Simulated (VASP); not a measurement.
# Mo (P6_3/mmc) in VASP: further runs

Mo is run at these levels: PBE; tasks: relaxation of cell and atoms, single point.

Everything below comes from runs of VASP 6.6.1. Logs are shortened: lines on timing, memory, paths and dates and some standing lists are left out, and cuts for length are marked.

### Step 1. The cell of the first run

Symmetry: P6_3/mmc, No. 194, hexagonal system. The conventional cell has a = 2.829 Å, b = 2.829 Å, c = 4.582 Å, α = 90.00°, β = 90.00°, γ = 120.00°. Mo (site symmetry -6m2) has 12 Mo at 2.81 to 2.83 Å within 3.7 Å.

### Step 2. Relaxation of cell and atoms, PBE, target pressure -1.3 GPa, at which the enthalpy is minimised

INCAR

```
PREC = Accurate
ENCUT = 600
EDIFF = 1E-7
ISMEAR = -1
SIGMA = 0.08
LREAL = F
LASPH = T
NELM = 80
ALGO = Normal
ISIF = 3
LWAVE = F
LCHARG = F
GGA = PE
IBRION = 2
NSW = 60
EDIFFG = -0.005
PSTRESS = -13.0
```

KPOINTS

```
regular mesh
0
Gamma
  16 16 9
```

POSCAR

```
Mo
1.0
    2.8286145792      0.0000000000      0.0000000000
   -1.4143072896      2.4496520831      0.0000000000
    0.0000000000      0.0000000000      4.5823556184
Mo
2
Direct
    0.3333333333      0.6666666667      0.2500000000
    0.6666666667      0.3333333333      0.7500000000
```

Potentials or basis: VASP PAW PBE potentials, release 64 (Mo_sv).

Command:

```sh
$ cat potpaw_PBE.64/Mo_sv/POTCAR > POTCAR
$ mpirun -np 1 vasp_std > vasp.out
```

OUTCAR:

```text
PREC = Accurate
   ENCUT = 600
   EDIFF = 1E-7
   ISMEAR = -1
   LREAL = F
   LASPH = T
   NELM = 80
   ISIF = 3
   GGA = PE
   IBRION = 2
   NSW = 60
   EDIFFG = -0.005
   PSTRESS = -13.0

 ion  position               nearest neighbor table
   1  0.333  0.667  0.250-   2 2.81   2 2.81   2 2.81   2 2.81   2 2.81   2 2.81
   2  0.667  0.333  0.750-   1 2.81   1 2.81   1 2.81   1 2.81   1 2.81   1 2.81

  LATTYP: Found a hexagonal cell.
 ALAT       =     2.8286145792
 C/A-ratio  =     1.6200000000

  Lattice vectors:

 A1 = (   2.8286145792,   0.0000000000,   0.0000000000)
 A2 = (  -1.4143072896,   2.4496520831,   0.0000000000)
 A3 = (   0.0000000000,   0.0000000000,   4.5823556184)

Analysis of symmetry for initial positions (statically):
=====================================================================
 Subroutine PRICEL returns:
 Original cell was already a primitive cell.

 Routine SETGRP: Setting up the symmetry group for a
 hexagonal supercell.

 Subroutine GETGRP returns: Found 24 space group operations
 (whereof 12 operations were pure point group operations)
 out of a pool of 24 trial point group operations.

The static configuration has the point symmetry D_3d.
 The point group associated with its full space group is D_6h.

Analysis of symmetry for dynamics (positions and initial velocities):
=====================================================================
 Subroutine PRICEL returns:
 Original cell was already a primitive cell.

 Routine SETGRP: Setting up the symmetry group for a
 hexagonal supercell.

 Subroutine GETGRP returns: Found 24 space group operations
 (whereof 12 operations were pure point group operations)
 out of a pool of 24 trial point group operations.

The dynamic configuration has the point symmetry D_3d.
 The point group associated with its full space group is D_6h.

 Subroutine INISYM returns: Found 24 space group operations
 (whereof 12 operations are pure point group operations),
 and found     1 'primitive' translations

----------------------------------------------------------------------------------------

                                     Primitive cell

  volume of cell :      31.7517

  direct lattice vectors                    reciprocal lattice vectors
     2.828614579  0.000000000  0.000000000     0.353529960  0.204110618  0.000000000
    -1.414307290  2.449652083  0.000000000     0.000000000  0.408221236  0.000000000
     0.000000000  0.000000000  4.582355618     0.000000000  0.000000000  0.218228371

  length of vectors
     2.828614579  2.828614579  4.582355618     0.408221236  0.408221236  0.218228371

  position of ions in fractional coordinates (direct lattice)
     0.333333333  0.666666667  0.250000000
     0.666666667  0.333333333  0.750000000

  ion indices of the primitive-cell ions
   primitive index   ion index
                 1           1
                 2           2

----------------------------------------------------------------------------------------

 KPOINTS: regular mesh

Automatic generation of k-mesh.
 Grid dimensions read from file:
 generate k-points for:   16   16    9

 Generating k-lattice:

  Cartesian coordinates                     Fractional coordinates (reciprocal lattice)
     0.022095623  0.012756914  0.000000000     0.062500000  0.000000000  0.000000000
     0.000000000  0.025513827  0.000000000     0.000000000  0.062500000  0.000000000
     0.000000000  0.000000000  0.024247597     0.000000000  0.000000000  0.111111111

  Length of vectors
     0.025513827  0.025513827  0.024247597

  Shift w.r.t. Gamma in fractional coordinates (k-lattice)
     0.000000000  0.000000000  0.000000000

 Subroutine IBZKPT returns following result:
 ===========================================

 Found    150 irreducible k-points:

 Following reciprocal coordinates:
            Coordinates               Weight
  0.000000  0.000000  0.000000      1.000000
  0.062500  0.000000  0.000000      6.000000
  0.125000  0.000000  0.000000      6.000000
  0.187500  0.000000  0.000000      6.000000
  0.250000  0.000000  0.000000      6.000000
  0.312500  0.000000  0.000000      6.000000
[... 16 lines left out ...]
  0.187500  0.187500  0.000000      6.000000
  0.250000  0.187500  0.000000     12.000000
 [... further k-points ...]
   k-points           NKPTS =    150   k-points in BZ     NKDIM =    150   number of bands    NBANDS=     18
   number of dos      NEDOS =    301   number of ions     NIONS =      2
   total plane-waves  NPLWV =  23040
   dimension x,y,z NGX =    24 NGY =   24 NGZ =   40
   dimension x,y,z NGXF=    48 NGYF=   48 NGZF=   80
   ions per type =               2
   NGX,Y,Z   is equivalent  to a cutoff of  14.11, 14.11, 14.51 a.u.
   NGXF,Y,Z  is equivalent  to a cutoff of  28.21, 28.21, 29.02 a.u.
 SYSTEM =  unknown system
   PREC   = accura    normal or accurate (medium, high low for compatibility)
   ISTART =      0    job   : 0-new  1-cont  2-samecut
   ICHARG =      2    charge: 1-file 2-atom 10-const
   ISPIN  =      1    spin polarized calculation?
   LNONCOLLINEAR =      F non collinear calculations
   LSORBIT =      F    spin-orbit coupling
   LASPH  =      T    aspherical Exc in radial PAW
   ENCUT  =  600.0 eV  44.10 Ry    6.64 a.u.   5.65  5.65  9.15*2*pi/ulx,y,z
   NELM   =     80;   NELMIN=  2; NELMDL= -5     # of ELM steps
   EDIFF  = 0.1E-06   stopping-criterion for ELM
   LREAL  =      F    real-space projection
   EDIFFG = -.5E-02   stopping-criterion for IOM
   NSW    =     60    number of steps for IOM
   IBRION =      2    ionic relax: 0-MD 1-quasi-New 2-CG
   NFREE  =      1    steps in history (QN), initial steepest desc. (CG)
   ISIF   =      3    stress and relaxation
   ISYM   =      2    0-nonsym 1-usesym 2-fastsym
   POTIM  = 0.5000    time-step for ionic-motion
   TEBEG  =    0.0;   TEEND  =   0.0 temperature during run
   PSTRESS=  -13.0 pullay stress
   NELECT =      28.0000    total number of electrons
   NUPDOWN=      -1.0000    fix difference up-down
   EMIN   =  10.00;   EMAX   =-10.00  energy-range for DOS
   EFERMI =   0.00;   METHOD = LEGACY
   ISMEAR =    -1;   SIGMA  =   0.08  broadening in eV -4-tet -1-fermi 0-gaus
   EFERMI_NEDOS =   21; number of points for ismear=-14 and -15
   IALGO  =     38    algorithm
   IMIX   =      4    mixing-type and parameters
     AMIX     =   0.40;   BMIX     =  1.00
     AMIX_MAG =   1.60;   BMIX_MAG =  1.00
  volume/ion in A,a.u.               =      15.88       107.14
  Fermi-wavevector in a.u.,A,eV,Ry     =   1.569899  2.966680 33.532707  2.464584
  Thomas-Fermi vector in A             =   2.671713
   LORBIT       =      0    0 simple, 1 ext, 2 COOP (PROOUT), +10 PAW based schemes
   GGA     = PE    functional components
   LHFCALC =     F    Hartree Fock is set to
   AEXX    =    0.0000 exact exchange contribution
   IVDW    =     0    specifies the selected vdW correction
   LEPSILON=     F    determine dielectric tensor
   LRPA    =     F    only Hartree local field effects (RPA)
 conjugate gradient relaxation of ions
 non-spin polarized calculation
  energy-cutoff  :      600.00
  volume of cell :       31.75
 maximum number of plane-waves:      1093
 NGX is ok and might be reduce to    24
   NGX = 11   NGY = 11   NGZ = 19

--------------------------------------- Ionic step        1  -------------------------------------------

 number of electron      28.0000003 magnetization

 Free energy of the ion-electron system (eV)
  ---------------------------------------------------
  ext. energy  EPLUGINS =         0.00000000
  ---------------------------------------------------
  free energy    TOTEN  =       -20.96089497 eV

  energy without entropy =      -20.89272853  energy(sigma->0) =      -20.92681175

------------------------ aborting loop because EDIFF is reached ----------------------------------------

  FORCE on cell =-STRESS in cart. coord.  units (eV):
  Direction    XX          YY          ZZ          XY          YZ          ZX
  --------------------------------------------------------------------------------------
  -------------------------------------------------------------------------------------
  Total        0.2257626      0.2257626      0.9744324      0.0000000      0.0000000      0.0000000
  in kB       11.3918830     11.3918830     49.1694462      0.0000000      0.0000000      0.0000000
  external PRESSURE =      36.9844040 kB  Pullay stress =     -13.0000000 kB
[... 93 lines left out ...]
  FREE ENERGIE OF THE ION-ELECTRON SYSTEM (eV)
  ---------------------------------------------------
  free  energy   TOTEN  =       -20.9647193418 eV

  energy  without entropy=      -20.8939516319  energy(sigma->0) =      -20.92933549

  enthalpy is  TOTEN    =       -21.2277716398 eV   P V=       -0.2630522980

[... ionic steps 4 to 9 ...]

--------------------------------------- Ionic step       10  -------------------------------------------

 number of electron      27.9999996 magnetization

------------------------ aborting loop because EDIFF is reached ----------------------------------------

  FORCE on cell =-STRESS in cart. coord.  units (eV):
  Direction    XX          YY          ZZ          XY          YZ          ZX
  --------------------------------------------------------------------------------------
  -------------------------------------------------------------------------------------
  Total       -0.2655699     -0.2655699     -0.4155331      0.0000000     -0.0000000     -0.0000000
  in kB      -13.0903195    -13.0903195    -20.4822206      0.0000000     -0.0000000     -0.0000000
  external PRESSURE =      -2.5542866 kB  Pullay stress =     -13.0000000 kB
[... 61 lines left out ...]
  enthalpy is  TOTEN    =       -21.2879052781 eV   P V=       -0.2632127535

--------------------------------------- Ionic step       12  -------------------------------------------

 number of electron      27.9999995 magnetization

 Free energy of the ion-electron system (eV)
  ---------------------------------------------------
  ext. energy  EPLUGINS =         0.00000000
  ---------------------------------------------------
  free energy    TOTEN  =       -21.02458917 eV

  energy without entropy =      -20.97034644  energy(sigma->0) =      -20.99746780

 E-fermi :  11.7126     XC(G=0): -13.1569

 val. band max:       11.7119321383   @ k =   0.4375   0.1250   0.1111
 cond. band min:      11.7131017104   @ k =   0.2500   0.1875   0.3333
 fundamental gap:      0.0011695721
 Fermi energy:        11.7125541752

 k-point     1 :       0.0000    0.0000    0.0000
  band No.  band energies     occupation
      1     -49.1456      2.00000
      2     -48.9949      2.00000
      3     -23.6938      2.00000
      4     -22.6751      2.00000
      5     -22.5116      2.00000
      6     -22.5116      2.00000
[... 10 lines left out ...]
     17      13.1401      0.00000
     18      13.1401      0.00000
[... 466 lines left out ...]
      2     -48.8630      2.00000
      3     -23.4437      2.00000
      4     -23.3840      2.00000
      5     -23.2566      2.00000
      6     -22.9175      2.00000
[... 10 lines left out ...]
     17      14.7115      0.00000
     18      15.1801      0.00000

 [... further k-points ...]

------------------------ aborting loop because EDIFF is reached ----------------------------------------

  FORCE on cell =-STRESS in cart. coord.  units (eV):
  Direction    XX          YY          ZZ          XY          YZ          ZX
  --------------------------------------------------------------------------------------
  -------------------------------------------------------------------------------------
  Total       -0.2653036     -0.2653036     -0.2650256      0.0000000      0.0000000      0.0000000
  in kB      -13.0970956    -13.0970956    -13.0833707      0.0000000      0.0000000      0.0000000
  external PRESSURE =      -0.0925206 kB  Pullay stress =     -13.0000000 kB
[... 17 lines left out ...]
  FREE ENERGIE OF THE ION-ELECTRON SYSTEM (eV)
  ---------------------------------------------------
  free  energy   TOTEN  =       -21.0245891708 eV

  energy  without entropy=      -20.9703464375  energy(sigma->0) =      -20.99746780

  enthalpy is  TOTEN    =       -21.2879259645 eV   P V=       -0.2633367937

 reached required accuracy - stopping structural energy minimisation
```

It took 9 min on 1 thread of Intel Xeon 6975P-C, shared host; peak memory 0.24 GiB.

What came out:

| Item | Value |
| --- | --- |
| Free energy | -21.0246 eV |
| Relaxed volume | 16.23 Å³/atom |
| Relaxed cell | a = 2.764 Å, b = 2.764 Å, c = 4.907 Å, α = 90.00°, β = 90.00°, γ = 120.00° |
| Space group after relaxing (to 0.05 Å) | P6_3/mmc (No. 194) |
| Energy change on relaxing (the enthalpy is what falls) | -31.8 meV/atom |
| Ionic steps | 12 |
| Pressure after relaxing | -1.3 GPa |
| Band gap on the k mesh | zero (band 14 reaches 12.98 eV, above the bottom of band 15 at 11.16 eV) |

Step by step:
```tsv
step	energy change (eV)	largest force (eV/Å)	pressure (GPa)	volume (Å³)
1	0.0000	0.0000	2.40	31.75
2	0.0259	0.0000	-9.05	33.46
3	-0.0038	0.0000	-2.44	32.42
4	-0.0248	0.0000	-3.10	32.57
5	-0.0547	0.0000	-3.82	32.88
6	-0.0570	0.0000	-3.86	32.79
7	-0.0577	0.0000	-3.88	32.82
8	-0.0328	0.0000	7.84	31.38
9	-0.0630	0.0000	-1.61	32.51
10	-0.0631	0.0000	-1.56	32.50
11	-0.0638	0.0000	-1.23	32.44
12	-0.0637	0.0000	-1.31	32.45
```

Final structure:
```xyz
2
Lattice="2.7636 0.0000 0.0000 -1.3818 2.3934 0.0000 0.0000 0.0000 4.9067" Properties=species:S:1:pos:R:3 pbc="T T T"
Mo    0.0000    1.5956    1.2267
Mo    1.3818    0.7978    3.6800
```

Levels at points of the mesh, in eV from the Fermi level:
```csv
k point,band 10,band 11,band 12,band 13,band 14,band 15,band 16,band 17,band 18
"(0.00, 0.00, 0.00)",-4.68,-1.69,-0.64,-0.64,-0.15,-0.15,0.58,1.43,1.43
"(0.50, 0.00, 0.00)",-4.11,-4.05,-1.16,-0.39,-0.32,-0.23,3.61,4.39,4.63
```

Caveat: the cell is relaxed towards a set pressure, so the enthalpy falls and the energy may rise.

### Step 3. Relaxation of cell and atoms, PBE, target pressure -1.3 GPa, at which the enthalpy is minimised

This run uses another cell than the first one, of 16.20 Å³/atom, 1.021 times its volume.

INCAR

```
PREC = Accurate ; ENCUT = 600
EDIFF = 1E-7 ; ISMEAR = -1
SIGMA = 0.08 ; LREAL = False
LASPH = True ; NELM = 60
ALGO = Normal ; ISIF = 3
LWAVE = False ; LCHARG = False
GGA = PE ; IBRION = 2
NSW = 32 ; EDIFFG = -0.005
PSTRESS = -13.0
```

KPOINTS is that of step 2.

POSCAR

```
Mo
1.0
    2.7619242539      0.0000000000      0.0000000000
   -1.3809621269      2.3918965672      0.0000000000
    0.0000000000      0.0000000000      4.9049406179
Mo
2
Direct
    0.3333333333      0.6666666667      0.2500000000
    0.6666666667      0.3333333333      0.7500000000
```

Potentials or basis: VASP PAW PBE potentials, release 64 (Mo_sv).

Command:

```sh
$ cat potpaw_PBE.64/Mo_sv/POTCAR > POTCAR
$ mpirun -np 1 vasp_std > vasp.out
```

OUTCAR:

```text
PREC = Accurate
   ENCUT = 600
   EDIFF = 1E-7
   ISMEAR = -1
   LREAL = False
   LASPH = True
   NELM = 60
   ISIF = 3
   GGA = PE
   IBRION = 2
   NSW = 32
   EDIFFG = -0.005
   PSTRESS = -13.0

 ion  position               nearest neighbor table
   1  0.333  0.667  0.250-   2 2.93   2 2.93   2 2.93   2 2.93   2 2.93   2 2.93
   2  0.667  0.333  0.750-   1 2.93   1 2.93   1 2.93   1 2.93   1 2.93   1 2.93

  LATTYP: Found a hexagonal cell.
 ALAT       =     2.7619242539
 C/A-ratio  =     1.7759142420

  Lattice vectors:

 A1 = (   2.7619242539,   0.0000000000,   0.0000000000)
 A2 = (  -1.3809621269,   2.3918965672,   0.0000000000)
 A3 = (   0.0000000000,   0.0000000000,   4.9049406179)

[... 257 lines left out ...]
  ext. energy  EPLUGINS =         0.00000000
  ---------------------------------------------------
  free energy    TOTEN  =       -21.02525895 eV

  energy without entropy =      -20.97103400  energy(sigma->0) =      -20.99814647

 E-fermi :  11.7142     XC(G=0): -13.1575

 val. band max:       11.7137571354   @ k =   0.4375   0.1250   0.1111
 cond. band min:      11.7147871915   @ k =   0.2500   0.1875   0.3333
 fundamental gap:      0.0010300561
 Fermi energy:        11.7142444433

 k-point     1 :       0.0000    0.0000    0.0000
  band No.  band energies     occupation
      1     -49.1441      2.00000
      2     -48.9933      2.00000
      3     -23.6928      2.00000
      4     -22.6739      2.00000
      5     -22.5094      2.00000
      6     -22.5094      2.00000
[... 481 lines left out ...]
      5     -23.2554      2.00000
      6     -22.9157      2.00000
[... 10 lines left out ...]
     17      14.7128      0.00000
     18      15.1825      0.00000

 [... further k-points ...]

------------------------ aborting loop because EDIFF is reached ----------------------------------------

  FORCE on cell =-STRESS in cart. coord.  units (eV):
  Direction    XX          YY          ZZ          XY          YZ          ZX
  --------------------------------------------------------------------------------------
  -------------------------------------------------------------------------------------
  Total       -0.2606314     -0.2606314     -0.2647849     -0.0000000      0.0000000     -0.0000000
  in kB      -12.8678156    -12.8678156    -13.0728843     -0.0000000      0.0000000     -0.0000000
  external PRESSURE =       0.0638282 kB  Pullay stress =     -13.0000000 kB
[... 21 lines left out ...]
  energy  without entropy=      -20.9710339952  energy(sigma->0) =      -20.99814647

  enthalpy is  TOTEN    =       -21.2885676497 eV   P V=       -0.2633086973

 reached required accuracy - stopping structural energy minimisation
```

OSZICAR:

```text
N       E                     dE             d eps       ncg     rms          rms(c)
DAV:   1     0.325583625437E+03    0.32558E+03   -0.19823E+04  5416   0.181E+03
DAV:   2    -0.129877265614E+02   -0.33857E+03   -0.33408E+03  5918   0.516E+02
DAV:   3    -0.221517102075E+02   -0.91640E+01   -0.88406E+01  7144   0.794E+01
DAV:   4    -0.222534365549E+02   -0.10173E+00   -0.10088E+00  6194   0.696E+00
[... 21 lines left out ...]
DAV:   3    -0.210252107331E+02    0.30854E-03   -0.18096E-03  6070   0.380E-01    0.103E-01
DAV:   4    -0.210252593377E+02   -0.48605E-04   -0.33970E-05  6230   0.518E-02    0.108E-02
DAV:   5    -0.210252591989E+02    0.13877E-06   -0.16631E-05  5916   0.376E-02    0.199E-03
DAV:   6    -0.210252590259E+02    0.17299E-06   -0.25710E-07  4474   0.512E-03    0.385E-04
DAV:   7    -0.210252589524E+02    0.73539E-07   -0.10007E-08  2794   0.122E-03
   3 F= -.21288568E+02 E0= -.21261455E+02  d E =-.533068E-04
```

CONTCAR:

```text
Mo
   1.00000000000000
     2.7634435365169097   -0.0000000000000746    0.0000000000000000
    -1.3817217682084919    2.3932123045418208    0.0000000000000000
     0.0000000000000000    0.0000000000000000    4.9068254825281770
  Mo
     2
Direct
     0.3333333332999970    0.6666666667000030    0.2500000000000000
     0.6666666667000030    0.3333333332999970    0.7500000000000000

  0.00000000E+00  0.00000000E+00  0.00000000E+00
  0.00000000E+00  0.00000000E+00  0.00000000E+00
```

It took 2.2 min on 1 thread of AMD EPYC 7R13 (Zen 3), shared host; peak memory 0.19 GiB.

Results:

- Free energy: -21.0253 eV
- Relaxed volume: 16.23 Å³/atom
- Relaxed cell: a = 2.763 Å, b = 2.763 Å, c = 4.907 Å, α = 90.00°, β = 90.00°, γ = 120.00°
- Space group after relaxing (to 0.05 Å): P6_3/mmc (No. 194)
- Energy change on relaxing (the enthalpy is what falls): +0.2 meV/atom
- Ionic steps: 3
- Pressure after relaxing: -1.3 GPa
- Band gap on the k mesh: zero (band 14 reaches 12.98 eV, above the bottom of band 15 at 11.16 eV)

Step by step:
| step | energy change (eV) | largest force (eV/Å) | pressure (GPa) | volume (Å³) |
| --- | --- | --- | --- | --- |
| 1 | 0.0000 | 0.0000 | -0.95 | 32.40 |
| 2 | 0.0016 | 0.0000 | -2.15 | 32.57 |
| 3 | 0.0003 | 0.0000 | -1.29 | 32.45 |

Final structure:
```xyz
2
Lattice="2.7634 0.0000 0.0000 -1.3817 2.3932 0.0000 0.0000 0.0000 4.9068" Properties=species:S:1:pos:R:3 pbc="T T T"
Mo    0.0000    1.5955    1.2267
Mo    1.3817    0.7977    3.6801
```

Caveat: the cell is relaxed towards a set pressure, so the enthalpy falls and the energy may rise.

(Part 1 of 2 ends here.)
